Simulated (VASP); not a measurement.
# Li: single point with PBE+D3(BJ)

Crystal: Li.

```
CELL_PARAMETERS angstrom
2.94640 0.00000 0.00000
-1.47320 2.55166 0.00000
0.00000 0.00000 9.71210
ATOMIC_POSITIONS crystal
Li 0.00000 0.00000 0.00000
Li 0.33333 0.66667 0.25000
Li 0.00000 0.00000 0.50000
Li 0.66667 0.33333 0.75000
```

This isn't the form of Li at room conditions, which is bcc.

* Program: VASP 6.6.1
* Task: single point
* Functional: PBE
* Dispersion: D3(BJ)
* Potentials or basis: VASP PAW PBE potentials, release 64 (Li_sv)
* Cutoff: 520 eV
* k mesh: 18 × 18 × 4
* Occupations: gaussian, width 0.1 eV
* Spin: no spin polarisation
* Dipole correction: no
* Further INCAR settings: ALGO = Normal; EDIFF = 1e-07; NBANDS = 14

The band gap on the k mesh is zero (bands 6 and 7 overlap by 4.23 eV). The dispersion energy per atom is -0.188 eV.

Levels at points of the mesh, in eV from the Fermi level:
| k point | band 2 | band 3 | band 4 | band 5 | band 6 | band 7 | band 8 | band 9 | band 10 | band 11 |
| --- | --- | --- | --- | --- | --- | --- | --- | --- | --- | --- |
| (0.00, 0.00, 0.00) | -46.35 | -46.35 | -46.33 | -3.70 | -2.56 | -2.56 | -0.12 | 3.21 | 8.43 | 8.43 |
| (0.50, 0.00, 0.00) | -46.33 | -46.33 | -46.32 | -0.07 | 0.54 | 0.70 | 1.37 | 3.72 | 3.76 | 5.26 |
| (0.00, 0.00, 0.50) | -46.36 | -46.34 | -46.34 | -3.41 | -3.41 | -1.20 | -1.20 | 5.00 | 5.00 | 12.50 |
| (0.50, 0.00, 0.50) | -46.33 | -46.32 | -46.32 | 0.12 | 0.12 | 1.14 | 1.14 | 4.01 | 4.01 | 4.90 |

It took 36 s on 1 thread of Intel(R) Xeon(R) 6975P-C (Granite Rapids), with other jobs on the host, peak memory 0.23 GiB.
